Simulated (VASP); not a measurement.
Wanted: the native input for a VASP 6.6.1 run.

- Task: single point
- Functional: PBEsol
- Potentials or basis: VASP PAW PBE potentials, release 64 (Cd, Te)
- Cutoff: 520 eV
- k mesh: 8 × 8 × 8
- Occupations: gaussian, width 0.02 eV
- Spin: no spin polarisation
- Dipole correction: no
- Further INCAR settings: ALGO = Normal; EDIFF = 1e-06; NBANDS = 16

The structure of CdTe lies in POSCAR:

```
CdTe
1.0
    0.0000000000      3.2455445498      3.2455445498
    3.2455445498      0.0000000000      3.2455445498
    3.2455445498      3.2455445498      0.0000000000
Cd Te
1 1
Direct
    0.0000000000      0.0000000000      0.0000000000
    0.2500000000      0.2500000000      0.2500000000
```

These files were run (other wordings do the same):

INCAR

```
  PREC = Accurate
  ENCUT = 520
  EDIFF = 1E-6
  ISMEAR = 0
  SIGMA = 0.02
  LREAL = F
  LASPH = T
  NELM = 80
  ALGO = Normal
  ISIF = 2
  LWAVE = F
  LCHARG = T
  GGA = PS
  LELF = T
  LVHAR = T
  NBANDS = 16
```

KPOINTS

```
Automatic mesh
0
Gamma
  8 8 8
```

Potentials or basis: VASP PAW PBE potentials, release 64 (Cd, Te).

Command:

```sh
$ cat potpaw_PBE.64/Cd/POTCAR potpaw_PBE.64/Te/POTCAR > POTCAR
$ mpirun -np 1 vasp_std > vasp.out
```

It gave:

```json
{
  "Pressure": "0.1 GPa",
  "Band gap on the k mesh": "0.65 eV, direct"
}
```

Caveat: the PAW data sets were made with another functional, which shifts forces and pressure a little; spin-orbit coupling is left out, which moves the levels of the heavy elements.

It took 32 s on 1 thread of Intel(R) Xeon(R) 6975P-C (Granite Rapids), with other jobs on the host, peak memory 0.21 GiB.
